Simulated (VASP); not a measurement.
Input of a VASP 6.6.1 run:

INCAR

```
  PREC = Accurate
  ENCUT = 600
  EDIFF = 1E-6
  ISMEAR = -1
  SIGMA = 0.15
  LREAL = False
  LASPH = True
  NELM = 100
  ALGO = Normal
  ISIF = 3
  LWAVE = False
  LCHARG = False
  GGA = PE
  IBRION = 2
  NSW = 80
  EDIFFG = -0.001
```

File KPOINTS:

```
Automatic mesh
0
Gamma
  18 18 10
```

The input POSCAR:

```
Li2H
1.0
    2.8373628462      0.0000000000      0.0000000000
   -1.4186814231      2.4572283046      0.0000000000
    0.0000000000      0.0000000000      4.9884684487
Li H
2 1
Direct
    0.3333333333      0.6666666667      0.2642952140
    0.6666666667      0.3333333333      0.7357047860
    0.0000000000      0.0000000000      0.5000000000
```

Potentials or basis: VASP PAW PBE potentials, release 64 (Li_sv, H).

Command:

```bash
$ cat potpaw_PBE.64/Li_sv/POTCAR potpaw_PBE.64/H/POTCAR > POTCAR
$ mpirun -np 1 vasp_std > vasp.out
```

(1) Predict the relaxed cell.

(2) Estimate the band gap on the k mesh.

Results:

(1) a = 2.835 Å, b = 2.835 Å, c = 4.974 Å, α = 90.00°, β = 90.00°, γ = 120.00°.

(2) zero (an odd number of electrons rules out a gap without spin polarisation).
